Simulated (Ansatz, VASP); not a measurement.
# Two plane-wave programs on AlIn2N3

```
Al In N
1.0
     3.57692   -5.95843    0.00000
     3.57692    5.95843    0.00000
     0.00000    0.00000    3.28809
Al In N
1 2 3
Direct
  0.50000 0.50000 0.50000
  0.17060 0.82940 0.00000
  0.82940 0.17060 0.00000
  0.00000 0.50000 0.00000
  0.50000 0.00000 0.00000
  0.00000 0.00000 0.00000
```

Alike in both runs: functional PBE; k mesh 4 × 4 × 4; occupations gaussian, width 0.1 eV; collinear spin.

Ansatz relaxed the structure, and its values are those at the end. VASP's run is a single point on that final structure, the one shown.

|  | VASP | Ansatz |
| --- | --- | --- |
| version | VASP 6.6.1 | Ansatz 0.2.0 |
| potentials or method | VASP PAW PBE potentials, release 64 (Al, In_d, N), cutoff 520 eV | scalar-relativistic, plane waves, PAW |
| valence electrons in the cell | 44 | 44 |

|  | VASP | Ansatz | Ansatz less VASP |
| --- | --- | --- | --- |
| gap on the k mesh at the Fermi level (eV) | none | none | - |
| pressure (GPa) | 0.0 | 0.0 | -0.03 |
| rms of the force components (eV/Å) | 0.006 | 0.005 | -0.0017 |
| net moment per atom (μB) | 0.34 | 0.34 | 0.000 |
| size of the moment on the site where the two differ most (μB) | 0.63 | 0.71 | +0.081 |

Site moments also hang on the region over which each program counts them. A gap of «none» marks a metal or a gap that the smearing closes. Ansatz's warnings: cell relax basis refresh.

The k mesh is coarse, so the values compare programs but aren't converged.
